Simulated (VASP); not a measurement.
# Zr (P6_3/mmc) in VASP: a series of runs

Zr is run at these levels: PBE; tasks: single point.

Everything below comes from runs of VASP 6.6.1. Logs are shortened: lines on timing, memory, paths and dates and some standing lists are left out, and cuts for length are marked.

**1. The cell of the first run**

The structure is hexagonal, space group P6_3/mmc (No. 194). The conventional cell has a = 3.232 Å, b = 3.232 Å, c = 5.174 Å, α = 90.00°, β = 90.00°, γ = 120.00°. Zr (site symmetry -6m2) has 12 Zr at 3.19 to 3.23 Å within 4.2 Å.

**2. Single point, PBE**

INCAR

```
SYSTEM = Zr
PREC = Accurate
ENCUT = 520
EDIFF = 1E-7
ISMEAR = -1
SIGMA = 0.1
LREAL = .False.
LASPH = .True.
NELM = 60
ALGO = Normal
ISIF = 2
LWAVE = .False.
LCHARG = .False.
GGA = PE
NBANDS = 19
```

KPOINTS

```
Automatic mesh
0
Gamma
  12 12 7
  0 0 0
```

POSCAR

```
Zr
1.0
    3.2318821451      0.0000000000      0.0000000000
   -1.6159410725      2.7988920397      0.0000000000
    0.0000000000      0.0000000000      5.1741041053
Zr
2
Direct
    0.3333333333      0.6666666667      0.2500000000
    0.6666666667      0.3333333333      0.7500000000
```

Potentials or basis: VASP PAW PBE potentials, release 64 (Zr_sv).

On the command line:

```console
$ cat potpaw_PBE.64/Zr_sv/POTCAR > POTCAR
$ mpirun -np 1 vasp_std > vasp.out
```

OUTCAR:

```text
SYSTEM = Zr
   PREC = Accurate
   ENCUT = 520
   EDIFF = 1E-7
   ISMEAR = -1
   LREAL = .False.
   LASPH = .True.
   NELM = 60
   ISIF = 2
   GGA = PE

 ion  position               nearest neighbor table
   1  0.333  0.667  0.250-   2 3.19   2 3.19   2 3.19   2 3.19   2 3.19   2 3.19
   2  0.667  0.333  0.750-   1 3.19   1 3.19   1 3.19   1 3.19   1 3.19   1 3.19

  LATTYP: Found a hexagonal cell.
 ALAT       =     3.2318821451
 C/A-ratio  =     1.6009569263

  Lattice vectors:

 A1 = (   3.2318821451,   0.0000000000,   0.0000000000)
 A2 = (  -1.6159410725,   2.7988920397,   0.0000000000)
 A3 = (   0.0000000000,   0.0000000000,   5.1741041053)

Analysis of symmetry for initial positions (statically):
=====================================================================
 Subroutine PRICEL returns:
 Original cell was already a primitive cell.

 Routine SETGRP: Setting up the symmetry group for a
 hexagonal supercell.

 Subroutine GETGRP returns: Found 24 space group operations
 (whereof 12 operations were pure point group operations)
 out of a pool of 24 trial point group operations.

The static configuration has the point symmetry D_3d.
 The point group associated with its full space group is D_6h.

Analysis of symmetry for dynamics (positions and initial velocities):
=====================================================================
 Subroutine PRICEL returns:
 Original cell was already a primitive cell.

 Routine SETGRP: Setting up the symmetry group for a
 hexagonal supercell.

 Subroutine GETGRP returns: Found 24 space group operations
 (whereof 12 operations were pure point group operations)
 out of a pool of 24 trial point group operations.

The dynamic configuration has the point symmetry D_3d.
 The point group associated with its full space group is D_6h.

 Subroutine INISYM returns: Found 24 space group operations
 (whereof 12 operations are pure point group operations),
 and found     1 'primitive' translations

----------------------------------------------------------------------------------------

                                     Primitive cell

  volume of cell :      46.8033

  direct lattice vectors                    reciprocal lattice vectors
     3.231882145  0.000000000  0.000000000     0.309417223  0.178642117  0.000000000
    -1.615941073  2.798892040  0.000000000     0.000000000  0.357284235  0.000000000
     0.000000000  0.000000000  5.174104105     0.000000000  0.000000000  0.193270174

  length of vectors
     3.231882145  3.231882145  5.174104105     0.357284235  0.357284235  0.193270174

  position of ions in fractional coordinates (direct lattice)
     0.333333333  0.666666667  0.250000000
     0.666666667  0.333333333  0.750000000

  ion indices of the primitive-cell ions
   primitive index   ion index
                 1           1
                 2           2

----------------------------------------------------------------------------------------

 KPOINTS: Automatic mesh

Automatic generation of k-mesh.
 Grid dimensions read from file:
 generate k-points for:   12   12    7

 Generating k-lattice:

  Cartesian coordinates                     Fractional coordinates (reciprocal lattice)
     0.025784769  0.014886843  0.000000000     0.083333333 -0.000000000  0.000000000
     0.000000000  0.029773686  0.000000000     0.000000000  0.083333333  0.000000000
     0.000000000  0.000000000  0.027610025     0.000000000  0.000000000  0.142857143

  Length of vectors
     0.029773686  0.029773686  0.027610025

  Shift w.r.t. Gamma in fractional coordinates (k-lattice)
     0.000000000  0.000000000  0.000000000

 Subroutine IBZKPT returns following result:
 ===========================================

 Found     76 irreducible k-points:

 Following reciprocal coordinates:
            Coordinates               Weight
  0.000000  0.000000  0.000000      1.000000
  0.083333 -0.000000  0.000000      6.000000
  0.166667 -0.000000  0.000000      6.000000
  0.250000 -0.000000  0.000000      6.000000
  0.333333  0.000000  0.000000      6.000000
  0.416667 -0.000000  0.000000      6.000000
[... 16 lines left out ...]
  0.250000 -0.000000  0.142857     12.000000
  0.333333  0.000000  0.142857     12.000000
 [... further k-points ...]
   k-points           NKPTS =     76   k-points in BZ     NKDIM =     76   number of bands    NBANDS=     19
   number of dos      NEDOS =    301   number of ions     NIONS =      2
   total plane-waves  NPLWV =  23040
   dimension x,y,z NGX =    24 NGY =   24 NGZ =   40
   dimension x,y,z NGXF=    48 NGYF=   48 NGZF=   80
   ions per type =               2
   NGX,Y,Z   is equivalent  to a cutoff of  12.35, 12.35, 12.85 a.u.
   NGXF,Y,Z  is equivalent  to a cutoff of  24.69, 24.69, 25.70 a.u.
 SYSTEM =  Zr
   PREC   = accura    normal or accurate (medium, high low for compatibility)
   ISTART =      0    job   : 0-new  1-cont  2-samecut
   ICHARG =      2    charge: 1-file 2-atom 10-const
   ISPIN  =      1    spin polarized calculation?
   LNONCOLLINEAR =      F non collinear calculations
   LSORBIT =      F    spin-orbit coupling
   LASPH  =      T    aspherical Exc in radial PAW
   ENCUT  =  520.0 eV  38.22 Ry    6.18 a.u.   6.01  6.01  9.62*2*pi/ulx,y,z
   NELM   =     60;   NELMIN=  2; NELMDL= -5     # of ELM steps
   EDIFF  = 0.1E-06   stopping-criterion for ELM
   LREAL  =      F    real-space projection
   EDIFFG = 0.1E-05   stopping-criterion for IOM
   NSW    =      0    number of steps for IOM
   IBRION =     -1    ionic relax: 0-MD 1-quasi-New 2-CG
   NFREE  =      0    steps in history (QN), initial steepest desc. (CG)
   ISIF   =      2    stress and relaxation
   ISYM   =      2    0-nonsym 1-usesym 2-fastsym
   POTIM  = 0.5000    time-step for ionic-motion
   TEBEG  =    0.0;   TEEND  =   0.0 temperature during run
   PSTRESS=    0.0 pullay stress
   NELECT =      24.0000    total number of electrons
   NUPDOWN=      -1.0000    fix difference up-down
   EMIN   =  10.00;   EMAX   =-10.00  energy-range for DOS
   EFERMI =   0.00;   METHOD = LEGACY
   ISMEAR =    -1;   SIGMA  =   0.10  broadening in eV -4-tet -1-fermi 0-gaus
   EFERMI_NEDOS =   21; number of points for ismear=-14 and -15
   IALGO  =     38    algorithm
   IMIX   =      4    mixing-type and parameters
     AMIX     =   0.40;   BMIX     =  1.00
     AMIX_MAG =   1.60;   BMIX_MAG =  1.00
  volume/ion in A,a.u.               =      23.40       157.92
  Fermi-wavevector in a.u.,A,eV,Ry     =   1.310347  2.476197 23.361328  1.717009
  Thomas-Fermi vector in A             =   2.440883
   LORBIT       =      0    0 simple, 1 ext, 2 COOP (PROOUT), +10 PAW based schemes
   GGA     = PE    functional components
   LHFCALC =     F    Hartree Fock is set to
   AEXX    =    0.0000 exact exchange contribution
   IVDW    =     0    specifies the selected vdW correction
   LEPSILON=     F    determine dielectric tensor
   LRPA    =     F    only Hartree local field effects (RPA)
 non-spin polarized calculation
  energy-cutoff  :      520.00
  volume of cell :       46.80
 maximum number of plane-waves:      1290
   NGX = 13   NGY = 13   NGZ = 19

 number of electron      24.0000001 magnetization

 Free energy of the ion-electron system (eV)
  ---------------------------------------------------
  ext. energy  EPLUGINS =         0.00000000
  ---------------------------------------------------
  free energy    TOTEN  =       -17.07407880 eV

  energy without entropy =      -17.00186673  energy(sigma->0) =      -17.03797276

 E-fermi :   8.9092     XC(G=0): -11.0584

 val. band max:        8.8615390865   @ k =   0.1667  -0.0000   0.0000
 cond. band min:       8.9094852904   @ k =   0.3333   0.3333   0.4286
 fundamental gap:      0.0479462039
 Fermi energy:         8.9091804603

 k-point     1 :       0.0000    0.0000    0.0000
  band No.  band energies     occupation
      1     -39.9065      2.00000
      2     -39.7583      2.00000
      3     -18.4121      2.00000
      4     -17.5615      2.00000
      5     -17.5615      2.00000
      6     -17.4321      2.00000
[... 11 lines left out ...]
     18      11.1031      0.00000
     19      13.3541      0.00000

 k-point     2 :       0.0833   -0.0000    0.0000
  band No.  band energies     occupation
      1     -39.8987      2.00000
      2     -39.7550      2.00000
      3     -18.3913      2.00000
      4     -17.6082      2.00000
      5     -17.5767      2.00000
      6     -17.4744      2.00000
[... 11 lines left out ...]
     18      10.9358      0.00000
     19      13.4752      0.00000

 k-point     3 :       0.1667   -0.0000    0.0000
  band No.  band energies     occupation
      1     -39.8770      2.00000
      2     -39.7462      2.00000
      3     -18.3316      2.00000
      4     -17.7357      2.00000
      5     -17.6167      2.00000
      6     -17.6033      2.00000
[... 11 lines left out ...]
     18      11.1426      0.00000
     19      13.7224      0.00000

 k-point     4 :       0.2500   -0.0000    0.0000
  band No.  band energies     occupation
      1     -39.8460      2.00000
      2     -39.7354      2.00000
      3     -18.2415      2.00000
      4     -17.9095      2.00000
      5     -17.7716      2.00000
      6     -17.6689      2.00000
[... 11 lines left out ...]
     18      11.9033      0.00000
     19      13.9451      0.00000

 k-point     5 :       0.3333    0.0000    0.0000
  band No.  band energies     occupation
      1     -39.8125      2.00000
      2     -39.7270      2.00000
      3     -18.1350      2.00000
      4     -18.0823      2.00000
      5     -17.9325      2.00000
      6     -17.7191      2.00000
[... 11 lines left out ...]
     18      12.8265      0.00000
     19      14.0907      0.00000
[... 334 lines left out ...]
      2     -39.7622      2.00000
      3     -18.3483      2.00000
      4     -17.6003      2.00000
      5     -17.5696      2.00000
      6     -17.5203      2.00000
[... 11 lines left out ...]
     18      11.2401      0.00000
     19      13.4946      0.00000

 k-point    22 :       0.1667   -0.0000    0.1429
  band No.  band energies     occupation
      1     -39.8706      2.00000
      2     -39.7528      2.00000
      3     -18.2973      2.00000
      4     -17.7241      2.00000
      5     -17.6399      2.00000
      6     -17.6086      2.00000
[... 11 lines left out ...]
     18      11.2312      0.00000
     19      13.6886      0.00000

 k-point    23 :       0.2500   -0.0000    0.1429
  band No.  band energies     occupation
      1     -39.8406      2.00000
      2     -39.7410      2.00000
      3     -18.2280      2.00000
      4     -17.8867      2.00000
      5     -17.8020      2.00000
      6     -17.6596      2.00000
[... 11 lines left out ...]
     18      11.8301      0.00000
     19      13.8560      0.00000

 k-point    24 :       0.3333    0.0000    0.1429
  band No.  band energies     occupation
      1     -39.8083      2.00000
      2     -39.7313      2.00000
      3     -18.1915      2.00000
      4     -18.0137      2.00000
      5     -17.9457      2.00000
      6     -17.7087      2.00000
[... 11 lines left out ...]
     18      12.6846      0.00000
     19      13.9734      0.00000

 [... further k-points ...]
[... 5 lines left out ...]
  --------------------------------------------------------------------------------------
  -------------------------------------------------------------------------------------
  Total       -0.0014079     -0.0014079      0.0388803     -0.0000000      0.0000000      0.0000000
  in kB       -0.0481956     -0.0481956      1.3309545     -0.0000000      0.0000000      0.0000000
  external PRESSURE =       0.4115211 kB  Pullay stress =       0.0000000 kB

 VOLUME and BASIS-vectors are now :
 -----------------------------------------------------------------------------
  energy-cutoff  :      520.00
  volume of cell :       46.80
      direct lattice vectors                 reciprocal lattice vectors
     3.231882145  0.000000000  0.000000000     0.309417223  0.178642117  0.000000000
    -1.615941073  2.798892040  0.000000000     0.000000000  0.357284235  0.000000000
     0.000000000  0.000000000  5.174104105     0.000000000  0.000000000  0.193270174

 POSITION                                       TOTAL-FORCE (eV/Angst)
 -----------------------------------------------------------------------------------
     -0.00000      1.86593      1.29353         0.000000      0.000000      0.000000
      1.61594      0.93296      3.88058        -0.000000     -0.000000      0.000000
 -----------------------------------------------------------------------------------
    total drift:                               -0.000000      0.000000     -0.000000

  FREE ENERGIE OF THE ION-ELECTRON SYSTEM (eV)
  ---------------------------------------------------
  free  energy   TOTEN  =       -17.0740787985 eV

  energy  without entropy=      -17.0018667269  energy(sigma->0) =      -17.03797276
```

Run time: 25 s. Hardware: 1 thread of Intel Xeon Platinum 8488C (Sapphire Rapids), shared host; peak memory 0.19 GiB.

Results:

* Free energy: -17.0741 eV
* Pressure: 0.0 GPa
* Band gap on the k mesh: zero (band 12 reaches 9.81 eV, above the bottom of band 13 at 8.70 eV)

Levels at points of the mesh, in eV from the Fermi level:
| k point | band 8 | band 9 | band 10 | band 11 | band 12 | band 13 | band 14 | band 15 | band 16 | band 17 |
| --- | --- | --- | --- | --- | --- | --- | --- | --- | --- | --- |
| (0.00, 0.00, 0.00) | -26.34 | -5.62 | -2.99 | 0.90 | 0.90 | 1.00 | 1.14 | 1.57 | 1.57 | 2.19 |
| (0.50, 0.00, 0.00) | -26.44 | -2.52 | -2.47 | -2.10 | -0.18 | 0.60 | 0.78 | 1.46 | 4.92 | 5.28 |

**3. Single point, PBE**

INCAR

```
PREC = Accurate
ENCUT = 520
EDIFF = 1E-7
ISMEAR = -1
SIGMA = 0.1
LREAL = False
LASPH = True
NELM = 80
ALGO = Normal
ISIF = 2
LWAVE = False
LCHARG = False
GGA = PE
NBANDS = 19
```

KPOINTS

```
regular mesh
0
Gamma
  16 16 9
```

POSCAR is that of step 2.

Potentials or basis: VASP PAW PBE potentials, release 64 (Zr_sv).

On the command line:

```console
$ cat potpaw_PBE.64/Zr_sv/POTCAR > POTCAR
$ mpirun -np 1 vasp_std > vasp.out
```

Run time: 58 s. Hardware: 1 thread of Intel Xeon Platinum 8488C (Sapphire Rapids), shared host; peak memory 0.23 GiB.

Results (log left out):

```
Free energy            : -17.0751 eV
Pressure               : 0.0 GPa
Band gap on the k mesh : zero (band 12 reaches 9.83 eV, above the bottom of band 13 at 8.74 eV)
```

Stress tensor (GPa, compression positive):
```
-0.02  0.00  0.00
 0.00 -0.02  0.00
 0.00  0.00  0.10
```

Levels at points of the mesh, in eV from the Fermi level:
| k point | band 10 | band 11 | band 12 | band 13 | band 14 | band 15 |
| --- | --- | --- | --- | --- | --- | --- |
| (0.00, 0.00, 0.00) | -2.99 | 0.90 | 0.90 | 1.00 | 1.14 | 1.58 |
| (0.50, 0.00, 0.00) | -2.47 | -2.10 | -0.18 | 0.60 | 0.78 | 1.46 |

**4. Single point, PBE**

INCAR

```
SYSTEM = Zr
ALGO = Normal
EDIFF = 1E-7
ENCUT = 520
GGA = PE
ISIF = 2
ISMEAR = -1
LASPH = .TRUE.
LCHARG = .FALSE.
LREAL = .FALSE.
LWAVE = .FALSE.
NBANDS = 19
NELM = 100
PREC = Accurate
SIGMA = 1.0
```

KPOINTS

```
k-points
0
G
  11 11 6
  0 0 0
```

POSCAR is that of step 3.

Potentials or basis: VASP PAW PBE potentials, release 64 (Zr_sv).

On the command line:

```console
$ cat potpaw_PBE.64/Zr_sv/POTCAR > POTCAR
$ mpirun -np 1 vasp_std > vasp.out
```

OUTCAR:

```text
SYSTEM = Zr
   EDIFF = 1E-7
   ENCUT = 520
   GGA = PE
   ISIF = 2
   ISMEAR = -1
   LASPH = .TRUE.
   LREAL = .FALSE.
   NELM = 100
   PREC = Accurate

 ion  position               nearest neighbor table
   1  0.333  0.667  0.250-   2 3.19   2 3.19   2 3.19   2 3.19   2 3.19   2 3.19
   2  0.667  0.333  0.750-   1 3.19   1 3.19   1 3.19   1 3.19   1 3.19   1 3.19

  LATTYP: Found a hexagonal cell.
 ALAT       =     3.2318821451
 C/A-ratio  =     1.6009569263

  Lattice vectors:

 A1 = (   3.2318821451,   0.0000000000,   0.0000000000)
[... 190 lines left out ...]
      4     -17.2846      2.00000
      5     -17.2846      2.00000
      6     -17.1464      2.00000
[... 505 lines left out ...]
      6     -17.3729      2.00000
[... 11 lines left out ...]
     18      12.1264      0.07072
     19      13.9233      0.01208

 [... further k-points ...]
[... 5 lines left out ...]
  --------------------------------------------------------------------------------------
  -------------------------------------------------------------------------------------
  Total        3.0717714      3.0717714      3.7946938      0.0000000      0.0000000      0.0000000
  in kB      105.1532363    105.1532363    129.9004032      0.0000000      0.0000000      0.0000000
  external PRESSURE =     113.4022920 kB  Pullay stress =       0.0000000 kB

 VOLUME and BASIS-vectors are now :
 -----------------------------------------------------------------------------
  energy-cutoff  :      520.00
  volume of cell :       46.80
      direct lattice vectors                 reciprocal lattice vectors
     3.231882145  0.000000000  0.000000000     0.309417223  0.178642117  0.000000000
    -1.615941073  2.798892040  0.000000000     0.000000000  0.357284235  0.000000000
     0.000000000  0.000000000  5.174104105     0.000000000  0.000000000  0.193270174

 POSITION                                       TOTAL-FORCE (eV/Angst)
 -----------------------------------------------------------------------------------
     -0.00000      1.86593      1.29353         0.000000      0.000000      0.000000
      1.61594      0.93296      3.88058        -0.000000     -0.000000      0.000000
 -----------------------------------------------------------------------------------
    total drift:                               -0.000000      0.000000     -0.000000

  FREE ENERGIE OF THE ION-ELECTRON SYSTEM (eV)
  ---------------------------------------------------
  free  energy   TOTEN  =       -21.2395145296 eV

  energy  without entropy=      -13.4573874086  energy(sigma->0) =      -17.34845097
```

Wall time 49 s (1 thread of AMD EPYC 9R45 (Zen 5), shared host); peak memory 0.15 GiB.

Results:

* Free energy: -21.2395 eV
* Pressure: 11.3 GPa
* Band gap on the k mesh: zero (band 12 reaches 9.92 eV, above the bottom of band 13 at 8.85 eV)

Stress tensor (GPa, compression positive):
```
10.52  0.00  0.00
 0.00 10.52  0.00
 0.00  0.00 12.99
```

Levels at points of the mesh, in eV from the Fermi level:
| k point | band 8 | band 9 | band 10 | band 11 | band 12 | band 13 | band 14 | band 15 | band 16 | band 17 |
| --- | --- | --- | --- | --- | --- | --- | --- | --- | --- | --- |
| (0.00, 0.00, 0.00) | -25.93 | -5.52 | -2.85 | 1.10 | 1.10 | 1.24 | 1.28 | 1.79 | 1.79 | 2.44 |
| (0.00, 0.00, 0.50) | -26.04 | -3.82 | -3.82 | 0.25 | 0.25 | 1.02 | 1.02 | 1.02 | 1.02 | 4.22 |

**5. The runs side by side**

| k mesh | smearing | gap on the mesh (eV) | pressure (GPa) |
| --- | --- | --- | --- |
| 12 × 12 × 7 | fermi-dirac 0.1 eV | none | 0.0 |
| 16 × 16 × 9 | fermi-dirac 0.1 eV | none | 0.0 |
| 11 × 11 × 6 | fermi-dirac 1 eV | none | 11.3 |

Alike in all rows: task single point; level PBE; potentials or basis VASP PAW PBE potentials, release 64 (Zr_sv); no spin polarisation; cell as given; cutoff (eV) 520.

Every run on the cell as given and a fine mesh finds a metal.

Total energies depend on the potentials used, so only differences within one code and one set of settings carry meaning.
